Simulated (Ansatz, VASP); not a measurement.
Given: the input of a run of Ansatz 0.2.0 on LiF.

The input input.yaml:

```yaml
crystal:
  lattice:
    - [0.0, 2.014, 2.014]
    - [2.014, 0.0, 2.014]
    - [2.014, 2.014, 0.0]
  atoms:
    - { symbol: F, position: [0.5, 0.5, 0.5] }
    - { symbol: Li, position: [0.0, 0.0, 0.0] }
hamiltonian:
  xc: { exchange: pbe, correlation: pbe, exx: { coeff: 0.25, omega: 0.6 } }
  pseudopotentials: { kind: paw }
kpoints:
  mp_grid: { grid: [6, 6, 6] }
scf:
  occupations: { method: fermi_dirac, width: 0.05 }
output:
  forces: true
  stress: true
  eigenvalues: true
```

Potentials or basis: Ansatz PAW.

Launch:

```console
$ ansatz run input.yaml --threads 2 --pin off --max-ram 5632MiB --backend cpu --events-out ev --progress --plain --runs-dir out
```

Problem. Set up the same calculation for VASP 6.6.1. Potentials there: VASP PAW PBE potentials, release 64 (F, Li_sv).

Solution. As run (the cutoff follows the program's own potentials):

POSCAR

```
LiF
1.0
    0.0000000000      2.0140000000      2.0140000000
    2.0140000000      0.0000000000      2.0140000000
    2.0140000000      2.0140000000      0.0000000000
F Li
1 1
Direct
    0.5000000000      0.5000000000      0.5000000000
    0.0000000000      0.0000000000      0.0000000000
```

The input INCAR.step1:

```
PREC = Accurate ; ENCUT = 520
EDIFF = 1E-5 ; ISMEAR = -1
SIGMA = 0.05 ; LREAL = F
LASPH = T ; NELM = 80
ALGO = Normal ; ISIF = 2
LWAVE = T ; LCHARG = F
NBANDS = 12 ; GGA = PE
```

INCAR.step2

```
PREC = Accurate ; ENCUT = 520
EDIFF = 1E-7 ; ISMEAR = -1
SIGMA = 0.05 ; LREAL = F
LASPH = T ; NELM = 80
ALGO = Normal ; ISIF = 2
LWAVE = F ; LCHARG = F
GGA = PE ; LHFCALC = T
AEXX = 0.25 ; HFSCREEN = 0.6
PRECFOCK = Normal ; NBANDS = 12
ISTART = 1
```

File KPOINTS:

```
Automatic mesh
0
Gamma
  6 6 6
```

Potentials or basis: VASP PAW PBE potentials, release 64 (F, Li_sv).

Command:

```sh
$ cat potpaw_PBE.64/F/POTCAR potpaw_PBE.64/Li_sv/POTCAR > POTCAR
$ cp INCAR.step1 INCAR
$ mpirun -np 1 vasp_std > vasp.out
$ cp INCAR.step2 INCAR
$ mpirun -np 1 vasp_std > vasp.out
```

Both were run:

|  | VASP | Ansatz | Ansatz less VASP |
| --- | --- | --- | --- |
| gap on the k mesh at the Fermi level (eV) | 10.38 | 10.39 | +0.009 |
| least direct gap on the mesh (eV) | 10.38 | 10.39 | +0.009 |

VASP's potentials were made for PBE, not for PBE-based screened hybrid.

The k mesh is coarse, so the values compare programs but aren't converged. Noted on VASP's run: the cutoff is short for stress, so the pressure is rough.
